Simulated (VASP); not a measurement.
Set up this calculation in VASP 6.6.1, as the native input.

| Property | Result |
| --- | --- |
| Task | single point |
| Functional | PBE |
| Dispersion | D3(BJ) |
| Potentials or basis | VASP PAW PBE potentials, release 64 (Si, N) |
| Cutoff | 520 eV |
| k mesh | 7 × 5 × 1 |
| Occupations | gaussian, width 0.05 eV |
| Spin | no spin polarisation |
| Dipole correction | yes |
| Further INCAR settings | ALGO = Normal; EDIFF = 1e-07; NBANDS = 27 |

The structure of Si3N lies in POSCAR:

```
Si3N
1.0
    3.8333442755      0.0000000000      0.0000000000
    0.0000000000      5.4211674636      0.0000000000
    0.0000000000      0.0000000000     22.4877586337
Si N
6 2
Direct
    0.5000000000      0.0000000000      0.1778745523
    0.0000000000      0.2500000000      0.1778745523
    0.0000000000      0.5038839981      0.2608672216
    0.5000000000      0.7461160019      0.2608672216
    0.5000000000      0.0086033066      0.3418641564
    0.0000000000      0.2413966934      0.3418641564
    0.6666666667      0.8419366399      0.4797169344
    0.6666666667      0.8419366399      0.5286324363
```

One way to write it, as run:

INCAR

```
SYSTEM = Si3N
ALGO     = Normal         ! electronic algorithm
DIPOL    = 0.5 0.5 0.321
EDIFF    = 1E-7           ! SCF threshold, eV
ENCUT    = 520            ! plane-wave cutoff, eV
GGA      = PE             ! functional
IDIPOL   = 3            
ISIF     = 2              ! what is computed and relaxed
ISMEAR   = 0              ! smearing method
IVDW     = 12             ! dispersion correction
LASPH    = .True.         ! aspherical terms in the spheres
LCHARG   = .True.         ! write CHGCAR
LDIPOL   = .True.       
LELF     = .True.         ! ELF
LREAL    = .False.        ! projectors in reciprocal space
LVACPOTAV= .True.       
LVHAR    = .True.       
LWAVE    = .False.        ! write WAVECAR
NBANDS   = 27             ! bands
NELM     = 80             ! most SCF steps
PREC     = Accurate       ! precision mode
SIGMA    = 0.05           ! smearing width, eV
```

KPOINTS

```
k-points
0
Gamma
  7 5 1
  0 0 0
```

Potentials or basis: VASP PAW PBE potentials, release 64 (Si, N).

Launch:

```console
$ cat potpaw_PBE.64/Si/POTCAR potpaw_PBE.64/N/POTCAR > POTCAR
$ mpirun -np 1 vasp_std > vasp.out
```

Results of the run:

* Largest force: 2.175 eV/Å
* Band gap on the k mesh: zero (band 17 reaches -1.47 eV, above the bottom of band 18 at -1.73 eV)
* Dispersion energy per atom: -0.205 eV
* Work function of the upper face: 4.62 eV
* Work function of the lower face: 4.83 eV

Caveat: the standard files for N, O and F lose accuracy on very short bonds.

Run time: 4.5 min on 1 thread of AMD EPYC 9R45 96-Core Processor (Zen 5), on a shared host, peak memory 0.55 GiB.
